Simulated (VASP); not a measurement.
Input of a VASP 6.6.1 run:

INCAR

```
SYSTEM = Ti2O
PREC = Accurate
ENCUT = 520
EDIFF = 1E-6
ISMEAR = 0
SIGMA = 0.1
LREAL = .False.
LASPH = .True.
NELM = 60
ALGO = Normal
ISIF = 2
LWAVE = .False.
LCHARG = .False.
GGA = PS
NBANDS = 22
```

KPOINTS

```
regular mesh
0
Gamma
  12 12 8
  0 0 0
```

File POSCAR:

```
Ti2O
1.0
    2.9193980238      0.0000000000      0.0000000000
   -1.4596990119      2.5282728524      0.0000000000
    0.0000000000      0.0000000000      4.7130000000
Ti O
2 1
Direct
    0.6666666667      0.3333333333      0.2787400000
    0.3333333333      0.6666666667      0.7212600000
    0.0000000000      0.0000000000      0.0000000000
```

Potentials or basis: VASP PAW PBE potentials, release 64 (Ti_sv, O).

Run with:

```bash
$ cat potpaw_PBE.64/Ti_sv/POTCAR potpaw_PBE.64/O/POTCAR > POTCAR
$ mpirun -np 1 vasp_std > vasp.out
```

Q: Predict the band gap on the k mesh.

A: Zero (band 15 reaches 10.83 eV, above the bottom of band 16 at 9.87 eV).

Q: What does it give for the pressure?

A: 4.7 GPa.

Q: What does it give for the largest force?

A: 1.276 eV/Å.

Forces in eV/Å, atoms in the order of the input:
```
Ti   0.000  0.000 -1.276
Ti   0.000  0.000  1.276
O    0.000  0.000  0.000
```

Caveat: the PAW data sets were made with another functional, which shifts forces and pressure a little.
